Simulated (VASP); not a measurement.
KBr, 2 atoms in the cell. It takes space group F-43m (No. 216, cubic). The conventional cell has a = 7.377 Å, b = 7.377 Å, c = 7.377 Å, α = 90.00°, β = 90.00°, γ = 90.00°. K (site symmetry -43m) has 4 Br at 3.19 Å within 4.2 Å. Within 4.2 Å of Br (site symmetry -43m) lie 4 K at 3.19 Å. 

- Program: VASP 6.6.1
- Task: single point
- Functional: PBEsol
- Potentials or basis: VASP PAW PBE potentials, release 64 (K_sv, Br)
- Cutoff: 500 eV
- k mesh: 4 × 4 × 4
- Occupations: gaussian, width 0.2 eV
- Spin: no spin polarisation
- Dipole correction: no
- Further INCAR settings: ALGO = Normal; EDIFF = 1e-06; NBANDS = 15

Potentials or basis: VASP PAW PBE potentials, release 64 (K_sv, Br).

Command:

```bash
$ cat potpaw_PBE.64/K_sv/POTCAR potpaw_PBE.64/Br/POTCAR > POTCAR
$ mpirun -np 1 vasp_std > vasp.out
```

Hardware: 1 thread of AMD EPYC 7R43 64-Core Processor (Zen 3) (shared host).

**Question.** How long does it take, and how much memory?

**Answer.** Wall time 17 s on 1 thread of AMD EPYC 7R43 64-Core Processor (Zen 3) (shared host), peak memory 0.19 GiB. Counts: scf iterations 13, k points 8.
